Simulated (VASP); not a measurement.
AgO, 2 atoms in the cell. It takes space group F-43m (No. 216, cubic). Conventional cell: a = 4.956 Å, b = 4.956 Å, c = 4.956 Å, α = 90.00°, β = 90.00°, γ = 90.00°. Within 2.8 Å of Ag (site symmetry -43m) lie 4 O at 2.15 Å. Within 2.8 Å of O (site symmetry -43m) lie 4 Ag at 2.15 Å. 

| Quantity | Value |
| --- | --- |
| Program | VASP 6.6.1 |
| Task | vibrations by perturbation theory |
| Functional | PBEsol |
| Potentials or basis | VASP PAW PBE potentials, release 64 (Ag, O) |
| Cutoff | 520 eV |
| k mesh | 14 × 14 × 14 |
| Occupations | fermi-dirac, width 0.15 eV |
| Spin | no spin polarisation |
| Dipole correction | no |
| Further INCAR settings | ALGO = Normal; EDIFF = 1e-08; NBANDS = 16; IBRION = 8; NSW = 1 |

Potentials or basis: VASP PAW PBE potentials, release 64 (Ag, O).

Command:

```sh
$ cat potpaw_PBE.64/Ag/POTCAR potpaw_PBE.64/O/POTCAR > POTCAR
$ mpirun -np 1 vasp_std > vasp.out
```

Hardware: 1 thread of Intel Xeon 8259CL, on a shared host.

Task: Estimate the wall time of this run.

Result: Run time: 18 min on 1 thread of Intel Xeon 8259CL (shared host), peak memory 0.54 GiB. Counts: scf iterations 42, k points 104.
